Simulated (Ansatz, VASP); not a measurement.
**One calculation of Pd, two programs**

Contents of INCAR:

```
ALGO = Normal
EDIFF = 1E-7
ENCUT = 520
GGA = RE
ISIF = 2
ISMEAR = -1
LASPH = T
LCHARG = F
LREAL = F
LWAVE = F
NBANDS = 17
NELM = 100
PREC = Accurate
SIGMA = 0.1
```

Contents of KPOINTS:

```
k-points
0
Gamma
  21 21 11
```

File POSCAR:

```
Pd
1.0
    2.7580358313      0.0000000000      0.0000000000
   -1.3790179157      2.3885290945      0.0000000000
    0.0000000000      0.0000000000      4.5924386155
Pd
2
Direct
    0.3333333333      0.6666666667      0.2500000000
    0.6666666667      0.3333333333      0.7500000000
```

Input for Ansatz:

```yaml
crystal:
  lattice:
    - [2.7580358313, 0.0, 0.0]
    - [-1.3790179157, 2.3885290945, 0.0]
    - [0.0, 0.0, 4.5924386155]
  atoms:
    - { symbol: Pd, position: [0.3333333333, 0.6666666667, 0.25] }
    - { symbol: Pd, position: [0.6666666667, 0.3333333333, 0.75] }
hamiltonian:
  xc: revpbe
  pseudopotentials:
    kind: paw
    azcp:
      Pd: "pseudopotentials/Pd.paw.azcp"
basis:
  ecutwfc: 420
  fft_grid_basis: typed
kpoints:
  mp_grid: { grid: [21, 21, 11], shift: [0, 0, 0] }
magnetization:
  spin_polarized: false
scf:
  occupations: { method: fermi_dirac, width: 0.1 }
output:
  stress: true
  write_density: true
  write_potential: true
  elf: true
  volumetric_format: npy
```

Alike in both runs: task single point; functional revPBE; k mesh 21 × 21 × 11; occupations fermi-dirac, width 0.1 eV; no spin polarisation.

```csv
,VASP,Ansatz
version,VASP 6.6.1,Ansatz 0.2.0
potentials or method,"VASP PAW PBE potentials, release 64 (Pd), cutoff 520 eV","plane waves (420 eV) with PAW, scalar-relativistic"
valence electrons in the cell,20,36
```

```tsv
	VASP	Ansatz	Ansatz less VASP
pressure (GPa)	6.5	6.7	+0.27
traceless stress, the component that is largest in VASP (GPa)	-0.22	-0.19	+0.035
```

VASP's potentials were made for PBE, not for revPBE. VASP's potentials hold 20 valence electrons a cell and Ansatz's 36, so a difference there can come from the potentials and not from the codes.
